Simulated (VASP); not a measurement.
ZnRe: single point with PBEsol

The system is ZnRe.

```
Zn Re
1.0
     2.74822    0.00000    0.00000
    -1.37411    2.38003    0.00000
     0.00000    0.00000    4.49407
Zn Re
1 1
Direct
  0.00000 0.00000 0.00000
  0.33333 0.66667 0.50000
```

| Quantity | Value |
| --- | --- |
| Program | VASP 6.6.1 |
| Task | single point |
| Functional | PBEsol |
| Potentials or basis | VASP PAW PBE potentials, release 64 (Zn, Re) |
| Cutoff | 520 eV |
| k mesh | 16 × 16 × 9 |
| Occupations | fermi-dirac, width 0.08 eV |
| Spin | no spin polarisation |

```yaml
Pressure: -9.1 GPa
```

Stress tensor (GPa, compression positive):
```
-9.25  0.00  0.00
 0.00 -9.25  0.00
 0.00  0.00 -8.88
```

Levels at points of the mesh, in eV from the Fermi level:
| k point | band 6 | band 7 | band 8 | band 9 | band 10 | band 11 | band 12 | band 13 | band 14 | band 15 |
| --- | --- | --- | --- | --- | --- | --- | --- | --- | --- | --- |
| (0.00, 0.00, 0.00) | -6.83 | -4.97 | -1.50 | -1.21 | -1.21 | 1.74 | 1.74 | 4.77 | 14.78 | 17.20 |
| (0.50, 0.00, 0.00) | -5.33 | -3.94 | -3.22 | -1.59 | 0.78 | 4.22 | 5.01 | 6.41 | 6.71 | 9.92 |

Wall time 28 s on 1 thread of Intel(R) Xeon(R) 6975P-C (Granite Rapids) (shared host), peak memory 0.2 GiB.

Caveat: the PAW data sets were made with another functional, which shifts forces and pressure a little; spin-orbit coupling is left out, which moves the levels of the heavy elements.
